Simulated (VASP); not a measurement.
The system is MgO.

```
Mg O
1.0
     0.00000    2.10217    2.10217
     2.15472    0.00000    2.10217
     2.15472    2.10217    0.00000
Mg O
1 1
Direct
  0.00000 0.00000 0.00000
  0.50000 0.50000 0.50000
```

This cell differs from its parent crystal: uniaxial x strain +2.5%.

Base run:

| Property | Result |
| --- | --- |
| Program | VASP 6.6.1 |
| Functional | r2SCAN |
| Potentials or basis | VASP PAW PBE potentials, release 64 (Mg_sv, O) |
| Cutoff | 660 eV |
| k mesh | 10 × 10 × 10 |
| Occupations | gaussian, width 0.01 eV |
| Spin | no spin polarisation |

Its results: band gap on the k mesh 5.43 eV, direct; pressure -3.9 GPa.

Q: The run is repeated on the same cell with these changes: potentials or basis from VASP PAW PBE potentials, release 64 (Mg_sv, O) to VASP PAW PBE potentials, release 64 (Mg, O); cutoff from 660 eV to 520 eV; further incar settings from ALGO = Normal; EDIFF = 1e-06; NBANDS = 15 to ALGO = Normal; EDIFF = 1e-07; NBANDS = 11; valence electrons from 16 to 8. What comes out?

A: Band gap on the k mesh 5.37 eV, direct; pressure -4.8 GPa.

Caveats: the PAW data sets were made with another functional, which shifts forces and pressure a little.

